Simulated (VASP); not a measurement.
# MgO: single point with PBE

MgO:

```
Mg O
1.0
     0.00000    4.31000    4.31000
     4.31000    0.00000    4.31000
     4.31000    4.31000    0.00000
Mg O
8 8
Direct
  0.00000 0.00000 0.00000
  0.00000 0.00000 0.50000
  0.00000 0.50000 0.00000
  0.00000 0.50000 0.50000
  0.50000 0.00000 0.00000
  0.50000 0.00000 0.50000
  0.50000 0.50000 0.00000
  0.50000 0.50000 0.50000
  0.25000 0.25000 0.25000
  0.25000 0.25000 0.75000
  0.25000 0.75000 0.25000
  0.25000 0.75000 0.75000
  0.75000 0.25000 0.25000
  0.75000 0.25000 0.75000
  0.75000 0.75000 0.25000
  0.75000 0.75000 0.75000
```

```json
{"Program": "VASP 6.6.1", "Task": "single point", "Functional": "PBE", "Potentials or basis": "VASP PAW PBE potentials, release 64 (Mg, O)", "Cutoff": "520 eV", "k mesh": "2 × 2 × 2", "Occupations": "fermi-dirac, width 0.05 eV", "Spin": "no spin polarisation"}
```

- Pressure: -6.2 GPa
- Band gap on the k mesh: 4.08 eV

Levels at points of the mesh, in eV from the valence-band top:
| k point | band 30 | band 31 | band 32 | band 33 | band 34 | band 35 |
| --- | --- | --- | --- | --- | --- | --- |
| (0.00, 0.00, 0.00) | 0.00 | 0.00 | 0.00 | 4.08 | 7.46 | 7.46 |
| (0.50, 0.00, 0.00) | -0.30 | -0.30 | -0.30 | 6.47 | 6.47 | 9.20 |
| (0.50, 0.50, 0.00) | -0.58 | -0.58 | -0.58 | 7.38 | 7.38 | 8.85 |

Wall time 70 s on 1 thread of Intel(R) Xeon(R) Platinum 8488C (Sapphire Rapids), on a shared host, peak memory 0.31 GiB.

Caveat: the k points lie up to 0.63 Å⁻¹ apart. Expect the measured gap to be larger: semilocal functionals such as PBE lack the derivative discontinuity.
